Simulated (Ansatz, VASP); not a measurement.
# MgO: VASP beside Ansatz

File INCAR:

```
  ALGO = Normal
  EDIFF = 1E-6
  ENCUT = 520
  GGA = PE
  ISIF = 2
  ISMEAR = 0
  LASPH = T
  LCHARG = T
  LELF = T
  LREAL = F
  LVHAR = T
  LWAVE = F
  NBANDS = 16
  NELM = 80
  PREC = Accurate
  SIGMA = 0.05
```

The input KPOINTS:

```
k-points
0
Gamma
  9 9 6
```

POSCAR

```
MgO
1.0
    3.3805000000      0.0000000000      0.0000000000
   -1.6902500000      2.9275988775      0.0000000000
    0.0000000000      0.0000000000      4.3242000000
Mg O
2 2
Direct
    0.6666666667      0.3333333333      0.7500000000
    0.3333333333      0.6666666667      0.2500000000
    0.6666666667      0.3333333333      0.2500000000
    0.3333333333      0.6666666667      0.7500000000
```

Input for Ansatz:

```yaml
crystal:
  lattice:
    - [3.3805, 0.0, 0.0]
    - [-1.69025, 2.9275988775, 0.0]
    - [0.0, 0.0, 4.3242]
  atoms:
    - { symbol: Mg, position: [0.6666666667, 0.3333333333, 0.75] }
    - { symbol: Mg, position: [0.3333333333, 0.6666666667, 0.25] }
    - { symbol: O, position: [0.6666666667, 0.3333333333, 0.25] }
    - { symbol: O, position: [0.3333333333, 0.6666666667, 0.75] }
basis:
  ecutwfc: 520.0
kpoints:
  mp_grid: { grid: [9, 9, 6] }
hamiltonian:
  xc: pbe
  pseudopotentials: { kind: paw, azcp: { folder: soft_1 } }
scf:
  occupations: { method: gaussian, width: 0.05 }
output:
  forces: true
  stress: true
  eigenvalues: true
```

Alike in both runs: task single point; functional PBE; k mesh 9 × 9 × 6; occupations gaussian, width 0.05 eV; no spin polarisation.

```csv
,VASP,Ansatz
version,VASP 6.6.1,Ansatz 0.2.0
potentials or method,"VASP PAW PBE potentials, release 64 (Mg, O), cutoff 520 eV","scalar-relativistic, plane waves, PAW"
valence electrons in the cell,16,32
```

|  | VASP | Ansatz | Ansatz less VASP |
| --- | --- | --- | --- |
| gap on the k mesh at the Fermi level (eV) | 3.52 | 3.54 | +0.021 |
| least direct gap on the mesh (eV) | 3.52 | 3.54 | +0.021 |
| pressure (GPa) | 8.9 | 9.4 | +0.53 |
| traceless stress, the component that is largest in VASP (GPa) | -7.83 | -7.62 | +0.206 |

VASP's potentials hold 16 valence electrons a cell and Ansatz's 32, so a difference there can come from the potentials and not from the codes.
